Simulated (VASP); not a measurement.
Input of a VASP 6.6.1 run:

Contents of INCAR:

```
PREC = Accurate ; ENCUT = 520
EDIFF = 1E-6 ; ISMEAR = -1
SIGMA = 0.02 ; LREAL = False
LASPH = True ; NELM = 60
ALGO = Normal ; ISIF = 2
LWAVE = False ; LCHARG = False
GGA = PE ; NBANDS = 21
```

The input KPOINTS:

```
Automatic mesh
0
Gamma
  6 6 6
```

File POSCAR:

```
Sn
1.0
   -0.0156346311      3.2806492033      3.2806492033
    3.2806492033     -0.0156346311      3.2806492033
    3.2806492033      3.2806492033     -0.0156346311
Sn
2
Direct
   -0.0005422541     -0.0005422541     -0.0005422541
    0.2505422541      0.2505422541      0.2505422541
```

Potentials or basis: VASP PAW PBE potentials, release 64 (Sn_d).

The run is started by

```bash
$ cat potpaw_PBE.64/Sn_d/POTCAR > POTCAR
$ mpirun -np 1 vasp_std > vasp.out
```

Question: Predict the band gap on the k mesh.

Answer: Zero (band 14 reaches 5.29 eV, above the bottom of band 15 at 5.08 eV).

Question: Estimate the largest force.

Answer: 0.017 eV/Å.

Question: Predict the pressure.

Answer: 1.4 GPa.

Forces in eV/Å, atoms in the order of the input:
```
Sn   0.010  0.010  0.010
Sn  -0.010 -0.010 -0.010
```

Caveat: the cell differs from its parent crystal (epitaxial 111 strain +0.4%); spin-orbit coupling is left out, which moves the levels of the heavy elements.
